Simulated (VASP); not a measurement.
Input of a VASP 6.6.1 run:

File INCAR:

```
ALGO     = Normal         # electronic algorithm
EDIFF    = 1E-6           # SCF threshold, eV
EDIFFG   = -0.04          # ionic threshold
ENCUT    = 600            # plane-wave cutoff, eV
GGA      = PE             # functional
IBRION   = 2              # ionic algorithm
ISIF     = 3              # what is computed and relaxed
ISMEAR   = 0              # smearing method
LASPH    = T              # aspherical terms in the spheres
LCHARG   = F              # write CHGCAR
LREAL    = F              # projectors in reciprocal space
LWAVE    = F              # write WAVECAR
NELM     = 80             # most SCF steps
NSW      = 90             # ionic steps
PREC     = Accurate       # precision mode
SIGMA    = 0.1            # smearing width, eV
```

Contents of KPOINTS:

```
k-points
0
Gamma
  6 6 2
```

The input POSCAR:

```
Be2ZnSe3
1.0
    3.7727717700      0.0000000000      0.0000000000
   -1.8863858900      3.2673162000      0.0000000000
    0.0000000000      0.0000000000      9.2413657600
Be Zn Se
2 1 3
Direct
    0.6666666700      0.3333333300      0.3333333300
    0.3333333300      0.6666666700      0.6666666700
    0.0000000000      0.0000000000      0.0000000000
    0.6666666700      0.3333333300      0.0833333300
    0.3333333300      0.6666666700      0.4166666700
    0.0000000000      0.0000000000      0.7500000000
```

Potentials or basis: VASP PAW PBE potentials, release 64 (Be, Zn, Se).

Launch:

```bash
$ cat potpaw_PBE.64/Be/POTCAR potpaw_PBE.64/Zn/POTCAR potpaw_PBE.64/Se/POTCAR > POTCAR
$ mpirun -np 1 vasp_std > vasp.out
```

**Question.** What does it give for the relaxed cell?

**Answer.** a = 3.799 Å, b = 3.799 Å, c = 9.341 Å, α = 90.00°, β = 90.00°, γ = 120.00°.

**Question.** What does it give for the relaxed volume?

**Answer.** 19.45 Å³/atom.

**Question.** Estimate the band gap on the k mesh.

**Answer.** 2.37 eV (least direct gap 2.51 eV).

**Question.** Estimate the space group after relaxing (to 0.1 Å).

**Answer.** P3m1 (No. 156).

Step by step:
```tsv
step	energy change (eV)	largest force (eV/Å)	pressure (GPa)	volume (Å³)
1	0.0000	1.8668	3.05	113.92
2	-0.2380	0.7043	-1.44	119.99
3	-0.2410	0.5642	-1.88	120.78
4	-0.3024	0.4344	-0.46	117.77
5	-0.3128	0.5032	0.45	116.03
6	-0.3327	0.1661	0.25	116.14
7	-0.3363	0.0637	0.18	116.21
8	-0.3363	0.0643	0.19	116.22
9	-0.3368	0.0111	-0.12	116.72
```

A k mesh can miss the band edges.
